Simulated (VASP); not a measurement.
# Ir (P6_3/mmc) in VASP: a series of runs

Runs on Ir. Level: PBE. Tasks: single point.

Everything below comes from runs of VASP 6.6.1. Logs are shortened: lines on timing, memory, paths and dates and some standing lists are left out, and cuts for length are marked.

## Step 1: The cell of the first run

It takes space group P6_3/mmc (No. 194, hexagonal). Conventional cell: a = 2.844 Å, b = 2.844 Å, c = 9.297 Å, α = 90.00°, β = 90.00°, γ = 120.00°. Ir (site symmetry -3m) has 12 Ir at 2.84 to 2.85 Å within 3.7 Å. Within 3.7 Å of Ir (site symmetry -6m2) lie 12 Ir at 2.84 to 2.85 Å.

This isn't the form of Ir at room conditions, which is fcc.

## Step 2: Single point, PBE, collinear spin (16.27 Å³/atom)

Contents of INCAR:

```
PREC = Accurate
ENCUT = 520
EDIFF = 1E-7
ISMEAR = -1
SIGMA = 0.05
LREAL = False
LASPH = True
NELM = 150
ALGO = Normal
ISIF = 2
LWAVE = False
LCHARG = False
ISPIN = 2
MAGMOM = 1 1 1 1
LORBIT = 11
LMAXMIX = 4
GGA = PE
NBANDS = 30
```

Contents of KPOINTS:

```
regular mesh
0
Gamma
  17 17 5
```

Contents of POSCAR:

```
Ir
1.0
    2.8435360841      0.0000000000      0.0000000000
   -1.4217680420      2.4625744854      0.0000000000
    0.0000000000      0.0000000000      9.2965557734
Ir
4
Direct
    0.0000000000      0.0000000000      1.0000000000
    0.0000000000      0.0000000000      0.5000000000
    0.3333333333      0.6666666667      0.2500000000
    0.6666666667      0.3333333333      0.7500000000
```

Potentials or basis: VASP PAW PBE potentials, release 64 (Ir).

Command:

```console
$ cat potpaw_PBE.64/Ir/POTCAR > POTCAR
$ mpirun -np 1 vasp_std > vasp.out
```

OUTCAR:

```text
PREC = Accurate
   ENCUT = 520
   EDIFF = 1E-7
   ISMEAR = -1
   LREAL = False
   LASPH = True
   NELM = 150
   ISIF = 2
   ISPIN = 2
   LORBIT = 11
   GGA = PE

 ion  position               nearest neighbor table
   1  0.000  0.000  0.000-   3 2.85   4 2.85   3 2.85   4 2.85   4 2.85   3 2.85
   2  0.000  0.000  0.500-   3 2.85   4 2.85   3 2.85   4 2.85   4 2.85   3 2.85
   3  0.333  0.667  0.250-   1 2.85   2 2.85   1 2.85   2 2.85   1 2.85   2 2.85
   4  0.667  0.333  0.750-   1 2.85   2 2.85   1 2.85   2 2.85   1 2.85   2 2.85

  LATTYP: Found a hexagonal cell.
 ALAT       =     2.8435360841
 C/A-ratio  =     3.2693644457

  Lattice vectors:

 A1 = (   2.8435360841,   0.0000000000,   0.0000000000)
 A2 = (  -1.4217680420,   2.4625744854,   0.0000000000)
 A3 = (   0.0000000000,   0.0000000000,   9.2965557734)

Analysis of symmetry for initial positions (statically):
=====================================================================
 Subroutine PRICEL returns:
 Original cell was already a primitive cell.

 Routine SETGRP: Setting up the symmetry group for a
 hexagonal supercell.

 Subroutine GETGRP returns: Found 24 space group operations
 (whereof 12 operations were pure point group operations)
 out of a pool of 24 trial point group operations.

The static configuration has the point symmetry D_3d.
 The point group associated with its full space group is D_6h.

Analysis of symmetry for dynamics (positions and initial velocities):
=====================================================================
 Subroutine PRICEL returns:
 Original cell was already a primitive cell.

 Routine SETGRP: Setting up the symmetry group for a
 hexagonal supercell.

 Subroutine GETGRP returns: Found 24 space group operations
 (whereof 12 operations were pure point group operations)
 out of a pool of 24 trial point group operations.

The dynamic configuration has the point symmetry D_3d.
 The point group associated with its full space group is D_6h.

Analysis of structural, dynamic, and magnetic symmetry:
=====================================================================
 Subroutine PRICEL returns:
 Original cell was already a primitive cell.

 Routine SETGRP: Setting up the symmetry group for a
 hexagonal supercell.

 Subroutine GETGRP returns: Found 24 space group operations
 (whereof 12 operations were pure point group operations)
 out of a pool of 24 trial point group operations.

The overall configuration has the point symmetry D_3d.
 The point group associated with its full space group is D_6h.

 Subroutine INISYM returns: Found 24 space group operations
 (whereof 12 operations are pure point group operations),
 and found     1 'primitive' translations

----------------------------------------------------------------------------------------

                                     Primitive cell

  volume of cell :      65.0984

  direct lattice vectors                    reciprocal lattice vectors
     2.843536084  0.000000000  0.000000000     0.351674806  0.203039544  0.000000000
    -1.421768042  2.462574485  0.000000000     0.000000000  0.406079088  0.000000000
     0.000000000  0.000000000  9.296555773     0.000000000  0.000000000  0.107566719

  length of vectors
     2.843536084  2.843536084  9.296555773     0.406079088  0.406079088  0.107566719

  position of ions in fractional coordinates (direct lattice)
     0.000000000  0.000000000  0.000000000
     0.000000000  0.000000000  0.500000000
     0.333333333  0.666666667  0.250000000
     0.666666667  0.333333333  0.750000000

  ion indices of the primitive-cell ions
   primitive index   ion index
                 1           1
                 2           2
                 3           3
                 4           4

----------------------------------------------------------------------------------------

 KPOINTS: regular mesh

Automatic generation of k-mesh.
 Grid dimensions read from file:
 generate k-points for:   17   17    5

 Generating k-lattice:

  Cartesian coordinates                     Fractional coordinates (reciprocal lattice)
     0.020686753  0.011943503  0.000000000     0.058823529  0.000000000  0.000000000
     0.000000000  0.023887005  0.000000000     0.000000000  0.058823529  0.000000000
     0.000000000  0.000000000  0.021513344     0.000000000  0.000000000  0.200000000

  Length of vectors
     0.023887005  0.023887005  0.021513344

  Shift w.r.t. Gamma in fractional coordinates (k-lattice)
     0.000000000  0.000000000  0.000000000

 Subroutine IBZKPT returns following result:
 ===========================================

 Found     99 irreducible k-points:

 Following reciprocal coordinates:
            Coordinates               Weight
  0.000000  0.000000  0.000000      1.000000
  0.058824  0.000000  0.000000      6.000000
  0.117647  0.000000  0.000000      6.000000
  0.176471  0.000000  0.000000      6.000000
  0.235294  0.000000  0.000000      6.000000
  0.294118  0.000000  0.000000      6.000000
[... 16 lines left out ...]
  0.411765  0.117647  0.000000     12.000000
  0.176471  0.176471  0.000000      6.000000
 [... further k-points ...]
   k-points           NKPTS =     99   k-points in BZ     NKDIM =     99   number of bands    NBANDS=     30
   number of dos      NEDOS =    301   number of ions     NIONS =      4
   total plane-waves  NPLWV =  40320
   dimension x,y,z NGX =    24 NGY =   24 NGZ =   70
   dimension x,y,z NGXF=    48 NGYF=   48 NGZF=  140
   ions per type =               4
   NGX,Y,Z   is equivalent  to a cutoff of  14.03, 14.03, 12.52 a.u.
   NGXF,Y,Z  is equivalent  to a cutoff of  28.06, 28.06, 25.04 a.u.
 SYSTEM =  unknown system
   PREC   = accura    normal or accurate (medium, high low for compatibility)
   ISTART =      0    job   : 0-new  1-cont  2-samecut
   ICHARG =      2    charge: 1-file 2-atom 10-const
   ISPIN  =      2    spin polarized calculation?
   LNONCOLLINEAR =      F non collinear calculations
   LSORBIT =      F    spin-orbit coupling
   LASPH  =      T    aspherical Exc in radial PAW
   ENCUT  =  520.0 eV  38.22 Ry    6.18 a.u.   5.29  5.29 17.29*2*pi/ulx,y,z
   NELM   =    150;   NELMIN=  2; NELMDL= -5     # of ELM steps
   EDIFF  = 0.1E-06   stopping-criterion for ELM
   LREAL  =      F    real-space projection
   EDIFFG = 0.1E-05   stopping-criterion for IOM
   NSW    =      0    number of steps for IOM
   IBRION =     -1    ionic relax: 0-MD 1-quasi-New 2-CG
   NFREE  =      0    steps in history (QN), initial steepest desc. (CG)
   ISIF   =      2    stress and relaxation
   ISYM   =      2    0-nonsym 1-usesym 2-fastsym
   POTIM  = 0.5000    time-step for ionic-motion
   TEBEG  =    0.0;   TEEND  =   0.0 temperature during run
   PSTRESS=    0.0 pullay stress
   NELECT =      36.0000    total number of electrons
   NUPDOWN=      -1.0000    fix difference up-down
   EMIN   =  10.00;   EMAX   =-10.00  energy-range for DOS
   EFERMI =   0.00;   METHOD = LEGACY
   ISMEAR =    -1;   SIGMA  =   0.05  broadening in eV -4-tet -1-fermi 0-gaus
   EFERMI_NEDOS =   21; number of points for ismear=-14 and -15
   IALGO  =     38    algorithm
   IMIX   =      4    mixing-type and parameters
     AMIX     =   0.40;   BMIX     =  1.00
     AMIX_MAG =   1.60;   BMIX_MAG =  1.00
  volume/ion in A,a.u.               =      16.27       109.83
  Fermi-wavevector in a.u.,A,eV,Ry     =   1.343751  2.539322 24.567602  1.805668
  Thomas-Fermi vector in A             =   2.471800
   LORBIT       =     11    0 simple, 1 ext, 2 COOP (PROOUT), +10 PAW based schemes
   GGA     = PE    functional components
   LHFCALC =     F    Hartree Fock is set to
   AEXX    =    0.0000 exact exchange contribution
   IVDW    =     0    specifies the selected vdW correction
   LEPSILON=     F    determine dielectric tensor
   LRPA    =     F    only Hartree local field effects (RPA)
 spin polarized calculation
  energy-cutoff  :      520.00
  volume of cell :       65.10
 maximum number of plane-waves:      1770
 NGX is ok and might be reduce to    24
   NGX = 11   NGY = 11   NGZ = 35

 number of electron      36.0000002 magnetization       0.0000206

 Free energy of the ion-electron system (eV)
  ---------------------------------------------------
  ext. energy  EPLUGINS =         0.00000000
  ---------------------------------------------------
  free energy    TOTEN  =       -34.57509253 eV

  energy without entropy =      -34.53357781  energy(sigma->0) =      -34.55433517

 E-fermi :   8.1405     XC(G=0): -13.1657

 val. band max:        8.1395240302   @ k =   0.4706   0.0000   0.2000
 cond. band min:       8.1424244693   @ k =   0.3529   0.0000   0.4000
 fundamental gap:      0.0029004391
 Fermi energy:         8.1404514234

 spin component 1

 k-point     1 :       0.0000    0.0000    0.0000
  band No.  band energies     occupation
      1      -1.5386      1.00000
      2       0.4411      1.00000
      3       0.4506      1.00000
      4       1.4102      1.00000
      5       4.5763      1.00000
      6       4.6062      1.00000
[... 781 lines left out ...]
     29      21.0298      0.00000
     30      21.8064      0.00000

 [... further k-points ...]

 spin component 2

 k-point     1 :       0.0000    0.0000    0.0000
  band No.  band energies     occupation
      1      -1.5386      1.00000
      2       0.4411      1.00000
      3       0.4506      1.00000
      4       1.4102      1.00000
      5       4.5763      1.00000
      6       4.6062      1.00000
[... 781 lines left out ...]
     29      21.0298      0.00000
     30      21.8064      0.00000

 [... further k-points ...]

------------------------ aborting loop because EDIFF is reached ----------------------------------------

  FORCE on cell =-STRESS in cart. coord.  units (eV):
  Direction    XX          YY          ZZ          XY          YZ          ZX
  --------------------------------------------------------------------------------------
  -------------------------------------------------------------------------------------
  Total      -11.7715280    -11.7715280    -11.9322256     -0.0000000      0.0000000      0.0000000
  in kB     -289.7164968   -289.7164968   -293.6715269     -0.0000000      0.0000000      0.0000000
  external PRESSURE =    -291.0348401 kB  Pullay stress =       0.0000000 kB

 VOLUME and BASIS-vectors are now :
 -----------------------------------------------------------------------------
  energy-cutoff  :      520.00
  volume of cell :       65.10
      direct lattice vectors                 reciprocal lattice vectors
     2.843536084  0.000000000  0.000000000     0.351674806  0.203039544  0.000000000
    -1.421768042  2.462574485  0.000000000     0.000000000  0.406079088  0.000000000
     0.000000000  0.000000000  9.296555773     0.000000000  0.000000000  0.107566719

 POSITION                                       TOTAL-FORCE (eV/Angst)
 -----------------------------------------------------------------------------------
      0.00000      0.00000      0.00000        -0.000000      0.000000      0.000000
      0.00000      0.00000      4.64828        -0.000000      0.000000      0.000000
     -0.00000      1.64172      2.32414         0.000000      0.000000      0.000000
      1.42177      0.82086      6.97242        -0.000000     -0.000000      0.000000
 -----------------------------------------------------------------------------------
    total drift:                               -0.000000      0.000000      0.000000

  FREE ENERGIE OF THE ION-ELECTRON SYSTEM (eV)
  ---------------------------------------------------
  free  energy   TOTEN  =       -34.5750925325 eV

  energy  without entropy=      -34.5335778073  energy(sigma->0) =      -34.55433517

 total charge

# of ion       s       p       d       tot
------------------------------------------
    1        0.598   0.566   6.813   7.977
    2        0.598   0.566   6.813   7.977
    3        0.599   0.569   6.818   7.986
    4        0.599   0.569   6.818   7.986
--------------------------------------------------
tot          2.393   2.270  27.263  31.927

 magnetization (x)

# of ion       s       p       d       tot
------------------------------------------
    1        0.000  -0.000   0.000   0.000
    2        0.000  -0.000   0.000   0.000
    3        0.000  -0.000   0.000   0.000
    4        0.000  -0.000   0.000   0.000
--------------------------------------------------
tot          0.000  -0.000   0.000   0.000
```

Wall time 3.6 min (1 thread of AMD EPYC 9R45 (Zen 5), shared host); peak memory 0.37 GiB.

Results:

| Quantity | Value |
| --- | --- |
| Free energy | -34.5751 eV |
| Pressure | -29.1 GPa |
| Band gap on the k mesh | zero (filled and empty bands overlap) |
| Net moment | 0.00 μB per cell |
| Valence electrons inside the program's atomic spheres | Ir 7.98, 7.99 (each value once) |

Caveat: the cell stands under tension; spin-orbit coupling is left out, which moves the levels of the heavy elements.

## Step 3: Single point, PBE, collinear spin (16.27 Å³/atom)

Contents of INCAR:

```
PREC = Accurate
ENCUT = 500
EDIFF = 1E-6
ISMEAR = -1
SIGMA = 0.05
LREAL = False
LASPH = True
NELM = 200
ALGO = Normal
ISIF = 2
LWAVE = False
LCHARG = False
ISPIN = 2
MAGMOM = 1 1 1 1
LORBIT = 11
LMAXMIX = 4
GGA = PE
NBANDS = 30
GGA_COMPAT = False
```

Contents of KPOINTS:

```
regular mesh
0
Gamma
  15 15 4
```

Contents of POSCAR:

```
Ir
1.0
    2.8435360587      0.0000000000      0.0000000000
   -1.4217680293      2.4625744634      0.0000000000
    0.0000000000      0.0000000000      9.2965559453
Ir
4
Direct
    1.0000000000      0.0000000000      0.0000000000
    1.0000000000      0.0000000000      0.5000000000
    0.3333333333      0.6666666667      0.2500000000
    0.6666666667      0.3333333333      0.7500000000
```

Potentials or basis: VASP PAW PBE potentials, release 64 (Ir).

Command:

```console
$ cat potpaw_PBE.64/Ir/POTCAR > POTCAR
$ mpirun -np 1 vasp_std > vasp.out
```

It took 9.8 min on 1 thread of Oxide Virtual Turin-like, shared host; peak memory 0.32 GiB.

Results (log left out):

- Free energy: -34.5858 eV
- Pressure: -29.2 GPa
- Band gap on the k mesh: zero (filled and empty bands overlap)
- Net moment: 0.00 μB per cell
- Valence electrons inside the program's atomic spheres: Ir 7.98, 7.99 (each value once)

Stress tensor (GPa, compression positive):
```
-29.12   0.00   0.00
  0.00 -29.12   0.00
  0.00   0.00 -29.25
```

Levels at points of the mesh, in eV from the Fermi level:
Spin up:
| k point | band 16 | band 17 | band 18 | band 19 | band 20 | band 21 |
| --- | --- | --- | --- | --- | --- | --- |
| (0.00, 0.00, 0.00) | -1.43 | -1.43 | -0.82 | -0.82 | -0.38 | -0.29 |
| (0.00, 0.00, 0.50) | -2.16 | -1.11 | -1.11 | -1.11 | -1.11 | 0.16 |
Spin down:
```
           k point  band 14  band 15  band 16  band 17  band 18  band 19  band 20  band 21  band 22  band 23
(0.00, 0.00, 0.00)    -2.65    -2.65    -1.43    -1.43    -0.82    -0.82    -0.38    -0.29    -0.29     0.54
(0.00, 0.00, 0.50)    -2.88    -2.16    -2.16    -1.11    -1.11    -1.11    -1.11     0.16     0.16     0.16
```

Caveat: the cell stands under tension; spin-orbit coupling is left out, which moves the levels of the heavy elements.

(Part 1 of 2 ends here.)
